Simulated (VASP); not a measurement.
Crystal: Nb.

```
CELL_PARAMETERS angstrom
0.00000 2.08642 2.08642
2.08642 0.00000 2.08642
2.08642 2.08642 0.00000
ATOMIC_POSITIONS crystal
Nb 0.00000 0.00000 0.00000
```

This isn't the form of Nb at room conditions, which is bcc.

Base run:

| Property | Result |
| --- | --- |
| Program | VASP 6.6.1 |
| Functional | r2SCAN |
| Potentials or basis | VASP PAW PBE potentials, release 64 (Nb_sv) |
| Cutoff | 520 eV |
| k mesh | 11 × 11 × 11 |
| Occupations | fermi-dirac, width 0.05 eV |
| Spin | no spin polarisation |

Its results: band gap on the k mesh zero (an odd number of electrons rules out a gap without spin polarisation); pressure 4.2 GPa.

Q: The run is repeated on the same cell with these changes: functional from r2SCAN to HSE06; k mesh from 11 × 11 × 11 to 6 × 6 × 6. What comes out?

A: Band gap on the k mesh zero (an odd number of electrons rules out a gap without spin polarisation); pressure 5.1 GPa.

Several settings changed at once.

Caveats: some runs use coarse meshes; the PAW data sets were made with another functional, which shifts forces and pressure a little; the cell stands under pressure (at least some runs).
